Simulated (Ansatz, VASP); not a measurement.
# MgO in VASP and in Ansatz

```xyz
2
Lattice="0.0000 2.1269 2.1269 2.1269 0.0000 2.1269 2.1269 2.1269 0.0000" Properties=species:S:1:pos:R:3 pbc="T T T"
Mg    0.0000    0.1250    0.0000
O     2.1269    2.1269    2.1269
```

Change from the starting cell: all Mg atoms moved +0.125 Å, as atom 1 along Cartesian [0 1 0].

Alike in both runs: task single point; functional PBE; k mesh 10 × 10 × 10; occupations gaussian, width 0.05 eV; no spin polarisation.

|  | VASP | Ansatz |
| --- | --- | --- |
| version | VASP 6.6.1 | Ansatz 0.2.0 |
| potentials or method | VASP PAW PBE potentials, release 64 (Mg, O), cutoff 520 eV | scalar-relativistic, plane waves, PAW |
| valence electrons in the cell | 8 | 16 |

|  | VASP | Ansatz | Ansatz less VASP |
| --- | --- | --- | --- |
| gap on the k mesh at the Fermi level (eV) | 4.44 | 4.46 | +0.017 |
| least direct gap on the mesh (eV) | 4.44 | 4.46 | +0.017 |
| pressure (GPa) | 0.7 | 1.4 | +0.73 |
| traceless stress, the component that is largest in VASP (GPa) | 3.42 | 3.38 | -0.041 |
| rms of the force components (eV/Å) | 0.387 | 0.381 | -0.0055 |

Atom by atom the forces differ by 0.006 eV/Å (rms over components). The functional is the same, so the differences come from potentials, cutoffs and numerics. VASP's potentials hold 8 valence electrons a cell and Ansatz's 16, so a difference there can come from the potentials and not from the codes.
